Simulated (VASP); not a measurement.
# KI (Pm-3m) in VASP: a series of runs

KI is run at these levels: PBEsol, PBE, LDA, r2SCAN; tasks: single point.

All numbers are computed with VASP 6.6.1; they aren't measurements. Logs are shortened: lines on timing, memory, paths and dates and some standing lists are left out, and cuts for length are marked.

## Step 1: The cell of the first run

Symmetry: Pm-3m, No. 221, cubic system. Conventional cell: a = 4.229 Å, b = 4.229 Å, c = 4.229 Å, α = 90.00°, β = 90.00°, γ = 90.00°. Within 4.8 Å of K (site symmetry m-3m) lie 8 I at 3.66 Å and 6 K at 4.23 Å. I (site symmetry m-3m) has 8 K at 3.66 Å and 6 I at 4.23 Å within 4.8 Å.

## Step 2: Single point, PBEsol

INCAR

```
  ALGO = Normal
  EDIFF = 1E-6
  ENCUT = 520
  GGA = PS
  ISIF = 2
  ISMEAR = -1
  LASPH = T
  LCHARG = F
  LREAL = F
  LWAVE = F
  NBANDS = 15
  NELM = 60
  PREC = Accurate
  SIGMA = 0.02
```

KPOINTS

```
k-points
0
Gamma
  6 6 6
```

POSCAR

```
KI
1.0
    4.2294418046      0.0000000000      0.0000000000
    0.0000000000      4.2294418046      0.0000000000
    0.0000000000      0.0000000000      4.2294418046
K I
1 1
Direct
    0.0000000000      0.0000000000      0.0000000000
    0.5000000000      0.5000000000      0.5000000000
```

Potentials or basis: VASP PAW PBE potentials, release 64 (K_sv, I).

Run with:

```sh
> cat potpaw_PBE.64/K_sv/POTCAR potpaw_PBE.64/I/POTCAR > POTCAR
> mpirun -np 1 vasp_std > vasp.out
```

OUTCAR:

```text
EDIFF = 1E-6
   ENCUT = 520
   GGA = PS
   ISIF = 2
   ISMEAR = -1
   LASPH = T
   LREAL = F
   NELM = 60
   PREC = Accurate

 ion  position               nearest neighbor table
   1  0.000  0.000  0.000-   2 3.66   2 3.66   2 3.66   2 3.66   2 3.66   2 3.66   2 3.66   2 3.66

   2  0.500  0.500  0.500-   1 3.66   1 3.66   1 3.66   1 3.66   1 3.66   1 3.66   1 3.66   1 3.66

  LATTYP: Found a simple cubic cell.
 ALAT       =     4.2294418046

  Lattice vectors:

 A1 = (   4.2294418046,   0.0000000000,   0.0000000000)
 A2 = (   0.0000000000,   4.2294418046,   0.0000000000)
 A3 = (   0.0000000000,   0.0000000000,   4.2294418046)

Analysis of symmetry for initial positions (statically):
=====================================================================
 Subroutine PRICEL returns:
 Original cell was already a primitive cell.

 Routine SETGRP: Setting up the symmetry group for a
 simple cubic supercell.

 Subroutine GETGRP returns: Found 48 space group operations
 (whereof 48 operations were pure point group operations)
 out of a pool of 48 trial point group operations.

The static configuration has the point symmetry O_h .

Analysis of symmetry for dynamics (positions and initial velocities):
=====================================================================
 Subroutine PRICEL returns:
 Original cell was already a primitive cell.

 Routine SETGRP: Setting up the symmetry group for a
 simple cubic supercell.

 Subroutine GETGRP returns: Found 48 space group operations
 (whereof 48 operations were pure point group operations)
 out of a pool of 48 trial point group operations.

The dynamic configuration has the point symmetry O_h .

 Subroutine INISYM returns: Found 48 space group operations
 (whereof 48 operations are pure point group operations),
 and found     1 'primitive' translations

----------------------------------------------------------------------------------------

                                     Primitive cell

  volume of cell :      75.6570

  direct lattice vectors                    reciprocal lattice vectors
     4.229441805  0.000000000  0.000000000     0.236437820  0.000000000  0.000000000
     0.000000000  4.229441805  0.000000000     0.000000000  0.236437820  0.000000000
     0.000000000  0.000000000  4.229441805     0.000000000  0.000000000  0.236437820

  length of vectors
     4.229441805  4.229441805  4.229441805     0.236437820  0.236437820  0.236437820

  position of ions in fractional coordinates (direct lattice)
     0.000000000  0.000000000  0.000000000
     0.500000000  0.500000000  0.500000000

  ion indices of the primitive-cell ions
   primitive index   ion index
                 1           1
                 2           2

----------------------------------------------------------------------------------------

 KPOINTS: k-points

Automatic generation of k-mesh.
 Grid dimensions read from file:
 generate k-points for:    6    6    6

 Generating k-lattice:

  Cartesian coordinates                     Fractional coordinates (reciprocal lattice)
     0.039406303  0.000000000  0.000000000     0.166666667  0.000000000  0.000000000
     0.000000000  0.039406303  0.000000000     0.000000000  0.166666667  0.000000000
     0.000000000  0.000000000  0.039406303     0.000000000  0.000000000  0.166666667

  Length of vectors
     0.039406303  0.039406303  0.039406303

  Shift w.r.t. Gamma in fractional coordinates (k-lattice)
     0.000000000  0.000000000  0.000000000

 Subroutine IBZKPT returns following result:
 ===========================================

 Found     20 irreducible k-points:

 Following reciprocal coordinates:
            Coordinates               Weight
  0.000000  0.000000  0.000000      1.000000
  0.166667  0.000000  0.000000      6.000000
  0.333333  0.000000  0.000000      6.000000
  0.500000  0.000000  0.000000      3.000000
  0.166667  0.166667  0.000000     12.000000
  0.333333  0.166667  0.000000     24.000000
[... 12 lines left out ...]
  0.500000  0.500000  0.333333      6.000000
  0.500000  0.500000  0.500000      1.000000
   k-points           NKPTS =     20   k-points in BZ     NKDIM =     20   number of bands    NBANDS=     15
   number of dos      NEDOS =    301   number of ions     NIONS =      2
   total plane-waves  NPLWV =  32768
   dimension x,y,z NGX =    32 NGY =   32 NGZ =   32
   dimension x,y,z NGXF=    64 NGYF=   64 NGZF=   64
   ions per type =               1   1
   NGX,Y,Z   is equivalent  to a cutoff of  12.58, 12.58, 12.58 a.u.
   NGXF,Y,Z  is equivalent  to a cutoff of  25.16, 25.16, 25.16 a.u.
 SYSTEM =  unknown system
   PREC   = accura    normal or accurate (medium, high low for compatibility)
   ISTART =      0    job   : 0-new  1-cont  2-samecut
   ICHARG =      2    charge: 1-file 2-atom 10-const
   ISPIN  =      1    spin polarized calculation?
   LNONCOLLINEAR =      F non collinear calculations
   LSORBIT =      F    spin-orbit coupling
[... 61 lines left out ...]
      2     -11.5929      2.00000
      3     -11.5929      2.00000
      4     -11.5929      2.00000
      5     -10.2452      2.00000
      6       0.6817      2.00000
      7       0.6817      2.00000
      8       0.6817      2.00000
      9       4.3622      0.00000
     10       5.6432      0.00000
     11       5.6432      0.00000
     12       9.5097      0.00000
     13       9.5097      0.00000
     14       9.5097      0.00000
     15      11.6510      0.00000

 k-point     2 :       0.1667    0.0000    0.0000
  band No.  band energies     occupation
      1     -28.0734      2.00000
      2     -11.6552      2.00000
      3     -11.5893      2.00000
      4     -11.5893      2.00000
      5     -10.1473      2.00000
      6      -0.0286      2.00000
      7       0.6994      2.00000
      8       0.6994      2.00000
      9       4.9561      0.00000
     10       5.8489      0.00000
     11       6.3830      0.00000
     12       9.4083      0.00000
     13       9.4083      0.00000
     14       9.6254      0.00000
     15      10.6171      0.00000

 k-point     3 :       0.3333    0.0000    0.0000
  band No.  band energies     occupation
      1     -28.0704      2.00000
      2     -11.7647      2.00000
      3     -11.5821      2.00000
      4     -11.5821      2.00000
      5      -9.9594      2.00000
      6      -1.0222      2.00000
      7       0.7346      2.00000
      8       0.7346      2.00000
      9       5.9007      0.00000
     10       6.4480      0.00000
     11       7.8179      0.00000
     12       9.0351      0.00000
     13       9.3896      0.00000
     14       9.3896      0.00000
     15       9.9006      0.00000

 k-point     4 :       0.5000    0.0000    0.0000
  band No.  band energies     occupation
      1     -28.0689      2.00000
      2     -11.8141      2.00000
      3     -11.5784      2.00000
      4     -11.5784      2.00000
      5      -9.8672      2.00000
      6      -1.4218      2.00000
      7       0.7522      2.00000
      8       0.7522      2.00000
      9       6.5217      0.00000
     10       7.1271      0.00000
     11       7.9945      0.00000
     12       8.2485      0.00000
     13       9.7971      0.00000
     14       9.7972      0.00000
     15       9.8235      0.00000
[... 235 lines left out ...]
 k-point    18 :       0.5000    0.3333    0.3333
  band No.  band energies     occupation
      1     -28.0605      2.00000
      2     -11.6887      2.00000
      3     -11.6533      2.00000
      4     -11.6476      2.00000
      5      -9.7451      2.00000
      6      -0.8067      2.00000
      7      -0.4440      2.00000
      8      -0.3626      2.00000
      9       6.1039      0.00000
     10       6.6362      0.00000
     11       7.0832      0.00000
     12       9.1979      0.00000
     13       9.7511      0.00000
     14       9.9238      0.00000
     15      10.9765      0.00000

 k-point    19 :       0.5000    0.5000    0.3333
  band No.  band energies     occupation
      1     -28.0591      2.00000
      2     -11.6766      2.00000
      3     -11.6766      2.00000
      4     -11.6452      2.00000
      5      -9.7058      2.00000
      6      -0.7535      2.00000
      7      -0.7535      2.00000
      8      -0.3811      2.00000
      9       6.0056      0.00000
     10       6.8376      0.00000
     11       6.8376      0.00000
     12       9.3338      0.00000
     13      10.1618      0.00000
     14      10.1618      0.00000
     15      10.8175      0.00000

 k-point    20 :       0.5000    0.5000    0.5000
  band No.  band energies     occupation
      1     -28.0577      2.00000
      2     -11.6706      2.00000
      3     -11.6706      2.00000
      4     -11.6706      2.00000
      5      -9.6543      2.00000
      6      -0.7444      2.00000
      7      -0.7444      2.00000
      8      -0.7444      2.00000
      9       6.6078      0.00000
     10       6.6078      0.00000
     11       6.6078      0.00000
     12      10.0600      0.00000
     13      10.0600      0.00000
     14      10.0600      0.00000
     15      10.4100      0.00000

------------------------ aborting loop because EDIFF is reached ----------------------------------------

  FORCE on cell =-STRESS in cart. coord.  units (eV):
  Direction    XX          YY          ZZ          XY          YZ          ZX
  --------------------------------------------------------------------------------------
  -------------------------------------------------------------------------------------
  Total        0.0130126      0.0130126      0.0130126      0.0000000      0.0000000     -0.0000000
  in kB        0.2755659      0.2755659      0.2755659      0.0000000      0.0000000     -0.0000000
  external PRESSURE =       0.2755659 kB  Pullay stress =       0.0000000 kB

 VOLUME and BASIS-vectors are now :
 -----------------------------------------------------------------------------
  energy-cutoff  :      520.00
  volume of cell :       75.66
      direct lattice vectors                 reciprocal lattice vectors
     4.229441805  0.000000000  0.000000000     0.236437820  0.000000000  0.000000000
     0.000000000  4.229441805  0.000000000     0.000000000  0.236437820  0.000000000
     0.000000000  0.000000000  4.229441805     0.000000000  0.000000000  0.236437820

 POSITION                                       TOTAL-FORCE (eV/Angst)
 -----------------------------------------------------------------------------------
      0.00000      0.00000      0.00000         0.000000      0.000000      0.000000
      2.11472      2.11472      2.11472         0.000000      0.000000      0.000000
 -----------------------------------------------------------------------------------
    total drift:                                0.000000      0.000000     -0.000000

  FREE ENERGIE OF THE ION-ELECTRON SYSTEM (eV)
  ---------------------------------------------------
  free  energy   TOTEN  =        -5.7279126633 eV

  energy  without entropy=       -5.7279126633  energy(sigma->0) =       -5.72791266
```

It took 7 s on 1 thread of Intel Xeon 6975P-C (Granite Rapids), shared host; peak memory 0.18 GiB.

Results:

- Free energy: -5.7279 eV
- Pressure: 0.0 GPa
- Band gap on the k mesh: 3.29 eV (least direct gap 3.68 eV)

Caveat: the PAW data sets were made with another functional, which shifts forces and pressure a little; spin-orbit coupling is left out, which moves the levels of the heavy elements. A k mesh can miss the band edges.

## Step 3: Single point, PBE

This run uses another cell than the first one, of 39.50 Å³/atom.

INCAR

```
ALGO     = Normal         # electronic algorithm
EDIFF    = 1E-7           # SCF threshold, eV
ENCUT    = 520            # plane-wave cutoff, eV
GGA      = PE             # functional
ISIF     = 2              # what is computed and relaxed
ISMEAR   = -1             # smearing method
LASPH    = T              # aspherical terms in the spheres
LCHARG   = T              # write CHGCAR
LELF     = T              # ELF
LREAL    = F              # projectors in reciprocal space
LVHAR    = T            
LWAVE    = F              # write WAVECAR
NBANDS   = 15             # bands
NELM     = 100            # most SCF steps
PREC     = Accurate       # precision mode
SIGMA    = 0.02           # smearing width, eV
```

KPOINTS is that of step 2.

POSCAR

```
KI
1.0
    4.2909468193      0.0000000000      0.0000000000
    0.0000000000      4.2909468193      0.0000000000
    0.0000000000      0.0000000000      4.2909468193
K I
1 1
Direct
    0.0000000000      0.0000000000      0.0000000000
    0.5000000000      0.5000000000      0.5000000000
```

Potentials or basis: VASP PAW PBE potentials, release 64 (K_sv, I).

Run with:

```sh
> cat potpaw_PBE.64/K_sv/POTCAR potpaw_PBE.64/I/POTCAR > POTCAR
> mpirun -np 1 vasp_std > vasp.out
```

Run time: 9.1 s. Hardware: 1 thread of Intel Xeon 6975P-C (Granite Rapids), shared host; peak memory 0.18 GiB.

Results (log left out):

* Free energy: -5.4208 eV
* Pressure: 0.5 GPa
* Band gap on the k mesh: 3.33 eV (least direct gap 3.69 eV)

Levels at points of the mesh, in eV from the valence-band top:
| k point | band 5 | band 6 | band 7 | band 8 | band 9 | band 10 | band 11 | band 12 |
| --- | --- | --- | --- | --- | --- | --- | --- | --- |
| (0.00, 0.00, 0.00) | -11.16 | -0.36 | -0.36 | -0.36 | 3.33 | 4.76 | 4.76 | 8.39 |
| (0.50, 0.00, 0.00) | -10.86 | -2.29 | -0.29 | -0.29 | 5.48 | 6.18 | 7.05 | 7.05 |
| (0.50, 0.50, 0.00) | -10.81 | -1.71 | -1.71 | 0.00 | 3.92 | 5.70 | 6.79 | 6.79 |
| (0.50, 0.50, 0.50) | -10.64 | -1.66 | -1.66 | -1.66 | 5.63 | 5.63 | 5.63 | 8.84 |

Caveat: spin-orbit coupling is left out, which moves the levels of the heavy elements. A k mesh can miss the band edges.

## Step 4: Single point, LDA

This run uses another cell than the first one, of 39.50 Å³/atom.

INCAR

```
ALGO = Normal
EDIFF = 1E-7
ENCUT = 520
ISIF = 2
ISMEAR = 0
LASPH = True
LCHARG = False
LREAL = False
LWAVE = False
NBANDS = 15
NELM = 100
PREC = Accurate
SIGMA = 0.01
```

KPOINTS is that of step 3.

POSCAR is that of step 3.

Potentials or basis: VASP PAW LDA potentials, release 64 (K_sv, I).

Run with:

```sh
> cat potpaw_LDA.64/K_sv/POTCAR potpaw_LDA.64/I/POTCAR > POTCAR
> mpirun -np 1 vasp_std > vasp.out
```

Wall time 6 s (1 thread of Intel Xeon 6975P-C (Granite Rapids), shared host); peak memory 0.16 GiB.

The run converged. Its results:

```yaml
Free_energy: -6.0507 eV
Pressure: -1.7 GPa
Band_gap_on_the_k_mesh: 3.00 eV (least direct gap 3.37 eV)
```

Levels at points of the mesh, in eV from the valence-band top:
| k point | band 6 | band 7 | band 8 | band 9 | band 10 | band 11 |
| --- | --- | --- | --- | --- | --- | --- |
| (0.00, 0.00, 0.00) | -0.37 | -0.37 | -0.37 | 3.00 | 4.55 | 4.55 |
| (0.50, 0.00, 0.00) | -2.36 | -0.30 | -0.30 | 5.22 | 5.92 | 6.77 |
| (0.50, 0.50, 0.00) | -1.75 | -1.75 | 0.00 | 3.65 | 5.48 | 6.63 |
| (0.50, 0.50, 0.50) | -1.70 | -1.70 | -1.70 | 5.41 | 5.41 | 5.41 |

Caveat: spin-orbit coupling is left out, which moves the levels of the heavy elements. A k mesh can miss the band edges.

## Step 5: Single point, PBE

This run uses another cell than the first one, of 40.92 Å³/atom.

INCAR

```
SYSTEM = KI
PREC = Accurate
ENCUT = 520
EDIFF = 1E-7
ISMEAR = -1
SIGMA = 0.02
LREAL = .False.
LASPH = .True.
NELM = 60
ALGO = Normal
ISIF = 2
LWAVE = .False.
LCHARG = .False.
GGA = PE
NBANDS = 15
```

KPOINTS

```
Automatic mesh
0
Gamma
  6 6 6
  0 0 0
```

POSCAR

```
KI
1.0
    4.3417014682      0.0000000000      0.0000000000
    0.0000000000      4.3417014682      0.0000000000
    0.0000000000      0.0000000000      4.3417014682
K I
1 1
Direct
    0.0000000000      0.0000000000      0.0000000000
    0.5000000000      0.5000000000      0.5000000000
```

Potentials or basis: VASP PAW PBE potentials, release 64 (K_sv, I).

Run with:

```sh
> cat potpaw_PBE.64/K_sv/POTCAR potpaw_PBE.64/I/POTCAR > POTCAR
> mpirun -np 1 vasp_std > vasp.out
```

Wall time 7.9 s (1 thread of Intel Xeon 6975P-C (Granite Rapids), shared host); peak memory 0.18 GiB.

It converged, with:

| Property | Result |
| --- | --- |
| Free energy | -5.4257 eV |
| Pressure | 0.0 GPa |
| Band gap on the k mesh | 3.24 eV (least direct gap 3.59 eV) |

Levels at points of the mesh, in eV from the valence-band top:
```csv
k point,band 6,band 7,band 8,band 9,band 10,band 11
"(0.00, 0.00, 0.00)",-0.34,-0.34,-0.34,3.24,4.83,4.83
"(0.50, 0.00, 0.00)",-2.16,-0.27,-0.27,5.39,6.21,6.87
"(0.50, 0.50, 0.00)",-1.62,-1.62,0.00,3.94,5.68,6.80
"(0.50, 0.50, 0.50)",-1.55,-1.55,-1.55,5.61,5.61,5.61
```

Caveat: spin-orbit coupling is left out, which moves the levels of the heavy elements. A k mesh can miss the band edges.

## Step 6: Single point, r2SCAN

This run uses another cell than the first one, of 39.50 Å³/atom.

POSCAR

```
KI
1.0
    4.2909468193      0.0000000000      0.0000000000
    0.0000000000      4.2909468193      0.0000000000
    0.0000000000      0.0000000000      4.2909468193
K I
1 1
Direct
    0.0000000000      0.0000000000      0.0000000000
    0.5000000000      0.5000000000      0.5000000000
```

INCAR.step1

```
PREC = Accurate ; ENCUT = 520
ISMEAR = -1 ; SIGMA = 0.02
LREAL = False ; LASPH = True
NELM = 100 ; NBANDS = 15
GGA = PE ; ALGO = Normal
EDIFF = 1E-4 ; LWAVE = True
LCHARG = False
```

INCAR.step2

```
PREC = Accurate ; ENCUT = 520
EDIFF = 1E-7 ; ISMEAR = -1
SIGMA = 0.02 ; LREAL = False
LASPH = True ; NELM = 100
ALGO = Normal ; ISIF = 2
LWAVE = False ; LCHARG = False
METAGGA = R2SCAN ; LMIXTAU = True
NBANDS = 15 ; ISTART = 1
```

KPOINTS

```
regular mesh
0
Gamma
  6 6 6
```

Potentials or basis: VASP PAW PBE potentials, release 64 (K_sv, I).

Run with:

```sh
> cat potpaw_PBE.64/K_sv/POTCAR potpaw_PBE.64/I/POTCAR > POTCAR
> cp INCAR.step1 INCAR
> mpirun -np 1 vasp_std > vasp.out
> cp INCAR.step2 INCAR
> mpirun -np 1 vasp_std > vasp.out
```

It took 32 s on 1 thread of Intel Xeon 6975P-C (Granite Rapids), shared host; peak memory 0.19 GiB.

Results (log left out):

```yaml
Free_energy: -33.8643 eV
Pressure: 0.0 GPa
Band_gap_on_the_k_mesh: 4.04 eV (least direct gap 4.41 eV)
```

Levels at points of the mesh, in eV from the valence-band top:
```csv
k point,band 4,band 5,band 6,band 7,band 8,band 9,band 10,band 11,band 12,band 13
"(0.00, 0.00, 0.00)",-13.27,-11.49,-0.37,-0.37,-0.37,4.04,5.26,5.26,9.10,9.10
"(0.50, 0.00, 0.00)",-13.25,-11.17,-2.31,-0.29,-0.29,6.14,6.72,7.63,7.77,9.34
"(0.50, 0.50, 0.00)",-13.25,-11.12,-1.75,-1.75,0.00,4.44,6.36,7.42,7.42,9.77
"(0.50, 0.50, 0.50)",-13.33,-10.93,-1.69,-1.69,-1.69,6.14,6.14,6.14,9.63,9.63
```

Caveat: the PAW data sets were made with another functional, which shifts forces and pressure a little; spin-orbit coupling is left out, which moves the levels of the heavy elements. A k mesh can miss the band edges.

## Step 7: Summary

```csv
level,potentials or basis,cell,smearing,gap on the mesh (eV),pressure (GPa)
PBEsol,"VASP PAW PBE potentials, release 64 (K_sv, I)","a = 4.229 Å, 2 atoms",fermi-dirac 0.02 eV,3.29,0.0
PBE,"VASP PAW PBE potentials, release 64 (K_sv, I)","a = 4.291 Å, 2 atoms",fermi-dirac 0.02 eV,3.33,0.5
LDA,"VASP PAW LDA potentials, release 64 (K_sv, I)","a = 4.291 Å, 2 atoms",gaussian 0.01 eV,3.00,-1.7
PBE,"VASP PAW PBE potentials, release 64 (K_sv, I)","a = 4.342 Å, 2 atoms",fermi-dirac 0.02 eV,3.24,0.0
r2SCAN,"VASP PAW PBE potentials, release 64 (K_sv, I)","a = 4.291 Å, 2 atoms",fermi-dirac 0.02 eV,4.04,0.0
```

Alike in all rows: task single point; no spin polarisation; k mesh 6 × 6 × 6; cutoff (eV) 520.

Caveats: spin-orbit coupling is left out, which moves the levels of the heavy elements; the PAW data sets were made with another functional, which shifts forces and pressure a little (at least some runs).

Absolute energies hang on the potentials; compare differences alone.
